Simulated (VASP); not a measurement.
Set up this calculation in VASP 6.6.1, as the native input.

| Property | Result |
| --- | --- |
| Task | single point |
| Functional | PBEsol |
| Potentials or basis | VASP PAW PBE potentials, release 64 (Ti_sv, Ni) |
| Cutoff | 520 eV |
| k mesh | 18 × 18 × 14 |
| Occupations | gaussian, width 0.15 eV |
| Spin | no spin polarisation |
| Dipole correction | no |
| Further INCAR settings | ALGO = Fast; EDIFF = 1e-06; NBANDS = 18 |

The structure of TiNi lies in POSCAR:

```
TiNi
1.0
    2.8725931500      0.0000000000      0.0000000000
    0.0000000000      2.8725931500      0.0000000000
    0.0000000000      0.0000000000      3.7604805000
Ti Ni
1 1
Direct
    0.5000000000      0.5000000000      0.5000000000
    0.0000000000      0.0000000000      0.0000000000
```

This cell differs from its parent crystal: strain +0.050 along x and y, +0.050 along z.

One way to write it, as run:

INCAR

```
ALGO = Fast
EDIFF = 1E-6
ENCUT = 520
GGA = PS
ISIF = 2
ISMEAR = 0
LASPH = T
LCHARG = T
LELF = T
LREAL = F
LVHAR = T
LWAVE = F
NBANDS = 18
NELM = 100
PREC = Accurate
SIGMA = 0.15
```

KPOINTS

```
k-points
0
Gamma
  18 18 14
```

Potentials or basis: VASP PAW PBE potentials, release 64 (Ti_sv, Ni).

Command:

```sh
$ cat potpaw_PBE.64/Ti_sv/POTCAR potpaw_PBE.64/Ni/POTCAR > POTCAR
$ mpirun -np 1 vasp_std > vasp.out
```

Results of the run:

```
Pressure               : -21.4 GPa
Band gap on the k mesh : zero (band 11 reaches 9.25 eV, above the bottom of band 12 at 6.67 eV)
```

Caveat: the cell differs from its parent crystal (strain +0.050 along x and y, +0.050 along z); the PAW data sets were made with another functional, which shifts forces and pressure a little.

Wall time 4.2 min on 1 thread of Intel Xeon 6975P-C (shared host), peak memory 0.36 GiB.
